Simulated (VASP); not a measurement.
Input of a VASP 6.6.1 run:

The input POSCAR:

```
FeO
1.0
    0.0000000000      2.2575495171      2.2575495171
    2.2575495171      0.0000000000      2.2575495171
    2.2575495171      2.2575495171      0.0000000000
Fe O
1 1
Direct
    0.0000000000      0.0000000000      0.0000000000
    0.2500000000      0.2500000000      0.2500000000
```

Contents of INCAR.step1:

```
ALGO = Normal
EDIFF = 1E-5
ENCUT = 520
GGA = PE
ISIF = 2
ISMEAR = -1
ISPIN = 2
LASPH = True
LMAXMIX = 4
LORBIT = 11
LREAL = False
LWAVE = True
MAGMOM = 3 0
NBANDS = 18
NELM = 150
PREC = Accurate
SIGMA = 0.05
```

File INCAR.step2:

```
AEXX = 0.25
ALGO = Normal
EDIFF = 1E-6
ENCUT = 520
GGA = PS
HFSCREEN = 0.207
ISIF = 2
ISMEAR = -1
ISPIN = 2
ISTART = 1
LASPH = True
LCHARG = True
LELF = True
LHFCALC = True
LMAXMIX = 4
LORBIT = 11
LREAL = False
LVHAR = True
LWAVE = False
MAGMOM = 3 0
NBANDS = 18
NELM = 150
PREC = Accurate
PRECFOCK = Normal
SIGMA = 0.05
```

Contents of KPOINTS:

```
k-points
0
Gamma
  5 5 5
```

Potentials or basis: VASP PAW PBE potentials, release 64 (Fe, O).

Command:

```sh
$ cat potpaw_PBE.64/Fe/POTCAR potpaw_PBE.64/O/POTCAR > POTCAR
$ cp INCAR.step1 INCAR
$ mpirun -np 1 vasp_std > vasp.out
$ cp INCAR.step2 INCAR
$ mpirun -np 1 vasp_std > vasp.out
```

(1) Estimate the band gap on the k mesh.

(2) What does it give for the net moment?

(3) What does it give for the pressure?

Answers

(1) zero (filled and empty bands overlap).

(2) 4.02 μB per cell.

(3) 1.2 GPa.

Caveat: the k points lie up to 0.48 Å⁻¹ apart, too coarse for converged energies and pressures of a metal; the PAW data sets were made with another functional, which shifts forces and pressure a little; a cell with one magnetic atom can't hold antiferromagnetic order, which such compounds often take.
